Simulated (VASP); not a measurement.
# Sn4O7 (a cell with a defect) in VASP: notebook

Sn4O7 (a cell with a defect) is run at these levels: PBE+D3(BJ); tasks: single point.

All numbers are computed with VASP 6.6.1; they aren't measurements. Logs are shortened: lines on timing, memory, paths and dates and some standing lists are left out, and cuts for length are marked.

## 1. The cell of the first run

The cell holds a defect, 11 atoms: a = 5.692 Å, b = 5.692 Å, c = 5.692 Å, α = 69.33°, β = 69.33°, γ = 69.33°.

## 2. Single point, PBE+D3(BJ)

INCAR

```
SYSTEM = Sn4O7
PREC = Accurate
ENCUT = 520
EDIFF = 1E-7
ISMEAR = 0
SIGMA = 0.05
LREAL = .False.
LASPH = .True.
NELM = 60
ALGO = Normal
ISIF = 2
LWAVE = .False.
LCHARG = .True.
GGA = PE
IVDW = 12
LELF = .True.
LVHAR = .True.
NBANDS = 60
NELECT = 96.0
```

KPOINTS

```
Automatic mesh
0
Gamma
  6 6 6
  0 0 0
```

POSCAR

```
Sn4O7
1.0
   -3.2376496260     -1.8692578831      4.2923370236
    3.2376496260     -1.8692578831      4.2923370236
    0.0000000000      3.7385157663      4.2923370236
Sn O
4 7
Direct
    0.5000000000      0.5000000000      0.5000000000
    0.0000000000      0.0000000000      0.5000000000
    0.0000000000      0.5000000000      0.0000000000
    0.5000000000      0.0000000000      0.0000000000
    0.7436146560      0.7436146560      0.2436146560
    0.7436146560      0.2436146560      0.7436146560
    0.2436146560      0.7436146560      0.7436146560
    0.7563853440      0.7563853440      0.7563853440
    0.2563853440      0.2563853440      0.7563853440
    0.2563853440      0.7563853440      0.2563853440
    0.8376064703      0.2542564703      0.2542564703
```

Potentials or basis: VASP PAW PBE potentials, release 64 (Sn_d, O).

Launch:

```bash
> cat potpaw_PBE.64/Sn_d/POTCAR potpaw_PBE.64/O/POTCAR > POTCAR
> mpirun -np 1 vasp_std > vasp.out
```

OUTCAR:

```text
SYSTEM = Sn4O7
   PREC = Accurate
   ENCUT = 520
   EDIFF = 1E-7
   ISMEAR = 0
   LREAL = .False.
   LASPH = .True.
   NELM = 60
   ISIF = 2
   GGA = PE
   IVDW = 12
   NELECT = 96.0
 IVDW          = 12

 ion  position               nearest neighbor table
   1  0.500  0.500  0.500-   6 2.12   7 2.12  10 2.12   9 2.12   5 2.12  11 2.28   2 3.24   2 3.24
                             3 3.24   4 3.24   4 3.24   3 3.24
   2  0.000  0.000  0.500-  11 1.86   7 2.12  10 2.12   6 2.12   8 2.12   1 3.24   1 3.24   3 3.24
                             3 3.24   4 3.24   4 3.24
   3  0.000  0.500  0.000-  11 1.86   8 2.12   9 2.12   5 2.12   7 2.12   4 3.24   4 3.24   2 3.24
                             1 3.24   1 3.24   2 3.24
   4  0.500  0.000  0.000-   5 2.12   8 2.12   9 2.12   6 2.12  10 2.12   3 3.24   3 3.24   1 3.24
                             1 3.24   2 3.24   2 3.24
   5  0.744  0.744  0.244-   3 2.12   4 2.12   1 2.12
   6  0.744  0.244  0.744-   1 2.12   2 2.12   4 2.12
   7  0.244  0.744  0.744-   1 2.12   2 2.12   3 2.12
   8  0.756  0.756  0.756-   3 2.12   4 2.12   2 2.12
   9  0.256  0.256  0.756-   3 2.12   4 2.12   1 2.12
  10  0.256  0.756  0.256-   1 2.12   2 2.12   4 2.12
  11  0.838  0.254  0.254-   2 1.86   3 1.86   1 2.28

  LATTYP: Found a trigonal (rhomboedric) cell.
 ALAT       =     5.6921575223
 COS(alpha) =     0.3529529344

  Lattice vectors:

 A1 = (  -3.2376496260,  -1.8692578831,   4.2923370236)
 A2 = (   3.2376496260,  -1.8692578831,   4.2923370236)
 A3 = (   0.0000000000,   3.7385157663,   4.2923370236)

Analysis of symmetry for initial positions (statically):
=====================================================================
 Subroutine PRICEL returns:
 Original cell was already a primitive cell.

 Routine SETGRP: Setting up the symmetry group for a
 trigonal (rhombohedral) supercell.

 Subroutine GETGRP returns: Found  2 space group operations
 (whereof  2 operations were pure point group operations)
 out of a pool of 12 trial point group operations.

The static configuration has the point symmetry C_1h.

Analysis of symmetry for dynamics (positions and initial velocities):
=====================================================================
 Subroutine PRICEL returns:
 Original cell was already a primitive cell.

 Routine SETGRP: Setting up the symmetry group for a
 trigonal (rhombohedral) supercell.

 Subroutine GETGRP returns: Found  2 space group operations
 (whereof  2 operations were pure point group operations)
 out of a pool of 12 trial point group operations.

The dynamic configuration has the point symmetry C_1h.

 Subroutine INISYM returns: Found  2 space group operations
 (whereof  2 operations are pure point group operations),
 and found     1 'primitive' translations

----------------------------------------------------------------------------------------

                                     Primitive cell

  volume of cell :     155.8634

  direct lattice vectors                    reciprocal lattice vectors
    -3.237649626 -1.869257883  4.292337024    -0.154433017 -0.089161944  0.077657773
     3.237649626 -1.869257883  4.292337024     0.154433017 -0.089161944  0.077657773
     0.000000000  3.738515766  4.292337024     0.000000000  0.178323888  0.077657773

  length of vectors
     5.692157522  5.692157522  5.692157522     0.194499714  0.194499714  0.194499714

  position of ions in fractional coordinates (direct lattice)
     0.500000000  0.500000000  0.500000000
     1.000000000  1.000000000  0.500000000
     1.000000000  0.500000000  1.000000000
     0.500000000  1.000000000  1.000000000
     0.743614656  0.743614656  0.243614656
     0.743614656  0.243614656  0.743614656
     0.243614656  0.743614656  0.743614656
     0.756385344  0.756385344  0.756385344
     0.256385344  0.256385344  0.756385344
     0.256385344  0.756385344  0.256385344
     0.837606470  0.254256470  0.254256470

  ion indices of the primitive-cell ions
   primitive index   ion index
                 1           1
                 2           2
                 3           3
                 4           4
                 5           5
                 6           6
                 7           7
                 8           8
                 9           9
                10          10
                11          11

----------------------------------------------------------------------------------------

 KPOINTS: Automatic mesh

Automatic generation of k-mesh.
 Grid dimensions read from file:
 generate k-points for:    6    6    6

 Generating k-lattice:

  Cartesian coordinates                     Fractional coordinates (reciprocal lattice)
    -0.025738836 -0.014860324  0.012942962     0.166666667 -0.000000000 -0.000000000
     0.025738836 -0.014860324  0.012942962    -0.000000000  0.166666667 -0.000000000
     0.000000000  0.029720648  0.012942962     0.000000000  0.000000000  0.166666667

  Length of vectors
     0.032416619  0.032416619  0.032416619

  Shift w.r.t. Gamma in fractional coordinates (k-lattice)
     0.000000000  0.000000000  0.000000000

 Subroutine IBZKPT returns following result:
 ===========================================

 Found     68 irreducible k-points:

 Following reciprocal coordinates:
            Coordinates               Weight
  0.000000  0.000000  0.000000      1.000000
  0.166667  0.000000  0.000000      2.000000
  0.000000  0.166667  0.000000      4.000000
  0.333333  0.000000  0.000000      2.000000
  0.000000  0.333333  0.000000      4.000000
  0.500000  0.000000  0.000000      1.000000
[... 16 lines left out ...]
  0.500000  0.333333  0.000000      4.000000
  0.000000  0.500000  0.333333      4.000000
 [... further k-points ...]
   k-points           NKPTS =     68   k-points in BZ     NKDIM =     68   number of bands    NBANDS=     60
   number of dos      NEDOS =    301   number of ions     NIONS =     11
   total plane-waves  NPLWV =  74088
   dimension x,y,z NGX =    42 NGY =   42 NGZ =   42
   dimension x,y,z NGXF=    84 NGYF=   84 NGZF=   84
   ions per type =               4   7
   NGX,Y,Z   is equivalent  to a cutoff of  12.27, 12.27, 12.27 a.u.
   NGXF,Y,Z  is equivalent  to a cutoff of  24.53, 24.53, 24.53 a.u.
 SYSTEM =  Sn4O7
   PREC   = accura    normal or accurate (medium, high low for compatibility)
   ISTART =      0    job   : 0-new  1-cont  2-samecut
   ICHARG =      2    charge: 1-file 2-atom 10-const
   ISPIN  =      1    spin polarized calculation?
   LNONCOLLINEAR =      F non collinear calculations
   LSORBIT =      F    spin-orbit coupling
   LASPH  =      T    aspherical Exc in radial PAW
   ENCUT  =  520.0 eV  38.22 Ry    6.18 a.u.  10.58 10.58 10.58*2*pi/ulx,y,z
   NELM   =     60;   NELMIN=  2; NELMDL= -5     # of ELM steps
   EDIFF  = 0.1E-06   stopping-criterion for ELM
   LREAL  =      F    real-space projection
   EDIFFG = 0.1E-05   stopping-criterion for IOM
   NSW    =      0    number of steps for IOM
   IBRION =     -1    ionic relax: 0-MD 1-quasi-New 2-CG
   NFREE  =      0    steps in history (QN), initial steepest desc. (CG)
   ISIF   =      2    stress and relaxation
   ISYM   =      2    0-nonsym 1-usesym 2-fastsym
   POTIM  = 0.5000    time-step for ionic-motion
   TEBEG  =    0.0;   TEEND  =   0.0 temperature during run
   PSTRESS=    0.0 pullay stress
   NELECT =      96.0000    total number of electrons
   NUPDOWN=      -1.0000    fix difference up-down
   EMIN   =  10.00;   EMAX   =-10.00  energy-range for DOS
   EFERMI =   0.00;   METHOD = LEGACY
   ISMEAR =     0;   SIGMA  =   0.05  broadening in eV -4-tet -1-fermi 0-gaus
   EFERMI_NEDOS =   21; number of points for ismear=-14 and -15
   IALGO  =     38    algorithm
   IMIX   =      4    mixing-type and parameters
     AMIX     =   0.40;   BMIX     =  1.00
     AMIX_MAG =   1.60;   BMIX_MAG =  1.00
  volume/ion in A,a.u.               =      14.17        95.62
  Fermi-wavevector in a.u.,A,eV,Ry     =   1.392891  2.632183 26.397288  1.940146
  Thomas-Fermi vector in A             =   2.516590
   LORBIT       =      0    0 simple, 1 ext, 2 COOP (PROOUT), +10 PAW based schemes
   GGA     = PE    functional components
   LHFCALC =     F    Hartree Fock is set to
   AEXX    =    0.0000 exact exchange contribution
   IVDW    =    12    specifies the selected vdW correction
   LEPSILON=     F    determine dielectric tensor
   LRPA    =     F    only Hartree local field effects (RPA)
 non-spin polarized calculation
 Gauss-broadening in eV      SIGMA  =   0.05
  energy-cutoff  :      520.00
  volume of cell :      155.86
 maximum number of plane-waves:      4214
   NGX = 21   NGY = 21   NGZ = 21

 number of electron      96.0000001 magnetization

 Free energy of the ion-electron system (eV)
  ---------------------------------------------------
  ext. energy  EPLUGINS =         0.00000000
  ---------------------------------------------------
  free energy    TOTEN  =       -75.05286789 eV

  energy without entropy =      -75.05268985  energy(sigma->0) =      -75.05277887

 E-fermi :   4.8778     XC(G=0): -10.1271

 val. band max:        4.8006628332   @ k =  -0.1667   0.1667   0.0000
 cond. band min:       4.9189755659   @ k =   0.0000   0.0000   0.0000
 fundamental gap:      0.1183127327
 Fermi energy:         4.8778132294

 k-point     1 :       0.0000    0.0000    0.0000
  band No.  band energies     occupation
      1     -17.0546      2.00000
      2     -16.2214      2.00000
      3     -16.1050      2.00000
      4     -15.6825      2.00000
      5     -15.5655      2.00000
      6     -15.4947      2.00000
[... 52 lines left out ...]
     59      13.7551      0.00000
     60      14.8381      0.00000

 k-point     2 :       0.1667    0.0000    0.0000
  band No.  band energies     occupation
      1     -17.0400      2.00000
      2     -16.1823      2.00000
      3     -16.0699      2.00000
      4     -15.6790      2.00000
      5     -15.5593      2.00000
      6     -15.5076      2.00000
[... 1383 lines left out ...]
      4     -15.7620      2.00000
      5     -15.6867      2.00000
      6     -15.5875      2.00000
[... 52 lines left out ...]
     59      13.8599      0.00000
     60      14.3103      0.00000

 [... further k-points ...]

------------------------ aborting loop because EDIFF is reached ----------------------------------------

 Edisp (eV)   -2.20392

 E8    (eV) :    -0.8912

  FORCE on cell =-STRESS in cart. coord.  units (eV):
  Direction    XX          YY          ZZ          XY          YZ          ZX
  --------------------------------------------------------------------------------------
  -------------------------------------------------------------------------------------
  Total     -15.32611   -12.33770   -24.66012    -2.58804    -0.79150    -1.37091
  in kB    -157.54273  -126.82381  -253.49042   -26.60337    -8.13608   -14.09212
  external pressure =     -179.29 kB  Pullay stress =        0.00 kB

 VOLUME and BASIS-vectors are now :
 -----------------------------------------------------------------------------
  energy-cutoff  :      520.00
  volume of cell :      155.86
      direct lattice vectors                 reciprocal lattice vectors
    -3.237649626 -1.869257883  4.292337024    -0.154433017 -0.089161944  0.077657773
     3.237649626 -1.869257883  4.292337024     0.154433017 -0.089161944  0.077657773
     0.000000000  3.738515766  4.292337024     0.000000000  0.178323888  0.077657773

 POSITION                                       TOTAL-FORCE (eV/Angst)
 -----------------------------------------------------------------------------------
      0.00000      0.00000      6.43851         0.167875      0.096923      2.064219
      0.00000      1.86926      2.14617        -3.234719      5.352258      0.324088
      1.61882     -0.93463      2.14617         3.017832     -5.477478      0.324088
     -1.61882     -0.93463      2.14617        -2.730491     -1.576450     -1.605376
      0.00000     -1.86926      7.42937         0.395883      0.268830      0.202421
     -1.61882      0.93463      7.42937         0.430755      0.208430      0.202421
      1.61882      0.93463      7.42937        -0.118372     -0.068342      0.287380
      0.00000      0.00000      9.73998         0.078499      0.045321      0.196984
      0.00000      1.86926      5.44765        -0.210068      0.754021      0.309572
      1.61882     -0.93463      5.44765         0.547967     -0.558935      0.309572
     -1.88868     -1.09043      5.77800         1.654839      0.955422     -2.615368
 -----------------------------------------------------------------------------------
    total drift:                                0.000082      0.000047      0.000543

  FREE ENERGIE OF THE ION-ELECTRON SYSTEM (eV)
  ---------------------------------------------------
  free  energy   TOTEN  =       -77.2567877530 eV

  energy  without entropy=      -77.2566097112  energy(sigma->0) =      -77.25669873
```

It took 27 min on 1 thread of Intel Xeon 8259CL, shared host; peak memory 0.53 GiB.

What came out:

- Free energy: -77.2568 eV
- Largest force: 6.262 eV/Å
- Dispersion energy per atom: -0.200 eV

Forces on the atoms (eV/Å):
```
Sn   0.168  0.097  2.064
Sn  -3.235  5.352  0.324
Sn   3.018 -5.477  0.324
Sn  -2.730 -1.576 -1.605
O    0.396  0.269  0.202
O    0.431  0.208  0.202
O   -0.118 -0.068  0.287
O    0.078  0.045  0.197
O   -0.210  0.754  0.310
O    0.548 -0.559  0.310
O    1.655  0.955 -2.615
```

Caveat: the cell carries a net charge on a neutralising background, which shifts energy and pressure; the cell differs from its parent crystal (atoms taken out, atom 11 moved 0.167 of the way to it and +0.000 Å across, host rigid); the cell is charged against a uniform background, so pressure and absolute levels hang on convention; spin-orbit coupling is left out, which moves the levels of the heavy elements.

[end of part 1 of 2]
